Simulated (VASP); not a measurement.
Wanted: the native input for a VASP 6.6.1 run.

```yaml
Task: single point
Functional: PBEsol
Potentials_or_basis: VASP PAW PBE potentials, release 64 (Sn_d, Te)
Cutoff: 520 eV
k_mesh: 10 × 10 × 10
Occupations: gaussian, width 0.1 eV
Spin: no spin polarisation
Dipole_correction: no
Further_INCAR_settings: ALGO = Fast; EDIFF = 1e-06; NBANDS = 32
```

The structure of Sn3Te lies in POSCAR:

```
Sn3Te
1.0
    4.8722392459      0.0000000000      0.0000000000
    0.0000000000      4.8722392459      0.0000000000
    0.0000000000      0.0000000000      4.8722392459
Sn Te
3 1
Direct
    0.5000000000      0.5000000000      0.0000000000
    0.5000000000      0.0000000000      0.5000000000
    0.0000000000      0.5000000000      0.5000000000
    0.0000000000      0.0000000000      0.0000000000
```

This cell differs from its parent crystal: strained.

One way to write it, as run:

INCAR

```
PREC = Accurate ; ENCUT = 520
EDIFF = 1E-6 ; ISMEAR = 0
SIGMA = 0.1 ; LREAL = F
LASPH = T ; NELM = 60
ALGO = Fast ; ISIF = 2
LWAVE = F ; LCHARG = F
GGA = PS ; NBANDS = 32
```

KPOINTS

```
regular mesh
0
Gamma
  10 10 10
```

Potentials or basis: VASP PAW PBE potentials, release 64 (Sn_d, Te).

Launch:

```bash
$ cat potpaw_PBE.64/Sn_d/POTCAR potpaw_PBE.64/Te/POTCAR > POTCAR
$ mpirun -np 1 vasp_std > vasp.out
```

It gave:

```
Pressure               : -2.6 GPa
Band gap on the k mesh : zero (bands 24 and 25 overlap by 3.31 eV)
```

Caveat: the cell differs from its parent crystal (strained); the PAW data sets were made with another functional, which shifts forces and pressure a little; spin-orbit coupling is left out, which moves the levels of the heavy elements.

It took 3.6 min on 1 thread of Intel(R) Xeon(R) Platinum 8259CL CPU @ 2.50GHz (Skylake/Cascade Lake), on a shared host, peak memory 0.32 GiB.
